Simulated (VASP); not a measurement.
Wanted: the native input for a VASP 6.6.1 run.

| Property | Result |
| --- | --- |
| Task | single point |
| Functional | r2SCAN |
| Potentials or basis | VASP PAW PBE potentials, release 64 (Cd_sv_GW, F) |
| Cutoff | 660 eV |
| k mesh | 6 × 6 × 6 |
| Occupations | gaussian, width 0.01 eV |
| Spin | no spin polarisation |
| Dipole correction | no |
| Further INCAR settings | ALGO = Normal; EDIFF = 1e-06; NBANDS = 24 |

CdF2:

```xyz
3
Lattice="0.0000 2.6392 2.6392 2.6392 0.0000 2.6392 2.6392 2.6392 0.0000" Properties=species:S:1:pos:R:3 pbc="T T T"
Cd    0.0000    0.0000    0.0000
F     1.3196    1.3196    1.3196
F     3.9588    3.9588    3.9588
```

One way to write it, as run:

POSCAR

```
CdF2
1.0
    0.0000000000      2.6391790280      2.6391790280
    2.6391790280      0.0000000000      2.6391790280
    2.6391790280      2.6391790280      0.0000000000
Cd F
1 2
Direct
    0.0000000000      0.0000000000      0.0000000000
    0.2500000000      0.2500000000      0.2500000000
    0.7500000000      0.7500000000      0.7500000000
```

INCAR.step1

```
SYSTEM = CdF2
PREC = Accurate
ENCUT = 660
ISMEAR = 0
SIGMA = 0.01
LREAL = .FALSE.
LASPH = .TRUE.
NELM = 120
NBANDS = 24
GGA = PE
ALGO = Normal
EDIFF = 1E-5
LWAVE = .TRUE.
LCHARG = .FALSE.
GGA_COMPAT = .FALSE.
```

INCAR.step2

```
SYSTEM = CdF2
PREC = Accurate
ENCUT = 660
EDIFF = 1E-6
ISMEAR = 0
SIGMA = 0.01
LREAL = .FALSE.
LASPH = .TRUE.
NELM = 120
ALGO = Normal
ISIF = 2
LWAVE = .FALSE.
LCHARG = .FALSE.
METAGGA = R2SCAN
LMIXTAU = .TRUE.
NBANDS = 24
ISTART = 1
GGA_COMPAT = .FALSE.
```

KPOINTS

```
regular mesh
0
G
  6 6 6
  0 0 0
```

Potentials or basis: VASP PAW PBE potentials, release 64 (Cd_sv_GW, F).

Run with:

```bash
$ cat potpaw_PBE.64/Cd_sv_GW/POTCAR potpaw_PBE.64/F/POTCAR > POTCAR
$ cp INCAR.step1 INCAR
$ mpirun -np 1 vasp_std > vasp.out
$ cp INCAR.step2 INCAR
$ mpirun -np 1 vasp_std > vasp.out
```

Results of the run:

* Pressure: 7.5 GPa
* Band gap on the k mesh: 4.04 eV (least direct gap 4.44 eV)

Caveat: the cell stands under pressure; the PAW data sets were made with another functional, which shifts forces and pressure a little.

Wall time 75 s on 1 thread of AMD EPYC 7R13 Processor (Zen 3) (shared host), peak memory 0.17 GiB.
